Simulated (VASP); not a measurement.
Input of a VASP 6.6.1 run:

POSCAR

```
Hf
1.0
   -1.7930917464      1.7930917464      1.7930917464
    1.7930917464     -1.7930917464      1.7930917464
    1.7930917464      1.7930917464     -1.7930917464
Hf
1
Direct
    0.0000000000      0.0000000000      0.0000000000
```

Contents of INCAR.step1:

```
SYSTEM = Hf
PREC = Accurate ; ENCUT = 520
ISMEAR = 0 ; SIGMA = 0.05
LREAL = .False. ; LASPH = .True.
NELM = 60 ; NBANDS = 11
GGA = PE ; ALGO = Normal
EDIFF = 1E-4 ; LWAVE = .True.
LCHARG = .False.
```

File INCAR.step2:

```
SYSTEM = Hf
PREC = Accurate ; ENCUT = 520
EDIFF = 1E-6 ; ISMEAR = 0
SIGMA = 0.05 ; LREAL = .False.
LASPH = .True. ; NELM = 60
ALGO = Normal ; ISIF = 2
LWAVE = .False. ; LCHARG = .True.
METAGGA = R2SCAN ; LMIXTAU = .True.
LELF = .True. ; LVHAR = .True.
NBANDS = 11 ; ISTART = 1
```

KPOINTS

```
Automatic mesh
0
Gamma
  18 18 18
  0 0 0
```

Potentials or basis: VASP PAW PBE potentials, release 64 (Hf_pv).

Launch:

```bash
$ cat potpaw_PBE.64/Hf_pv/POTCAR > POTCAR
$ cp INCAR.step1 INCAR
$ mpirun -np 1 vasp_std > vasp.out
$ cp INCAR.step2 INCAR
$ mpirun -np 1 vasp_std > vasp.out
```

What does it give for the pressure?

-4.4 GPa.

What does it give for the band gap on the k mesh?

Zero (band 5 reaches 6.00 eV, above the bottom of band 6 at 3.50 eV).

Caveat: the PAW data sets were made with another functional, which shifts forces and pressure a little; spin-orbit coupling is left out, which moves the levels of the heavy elements.
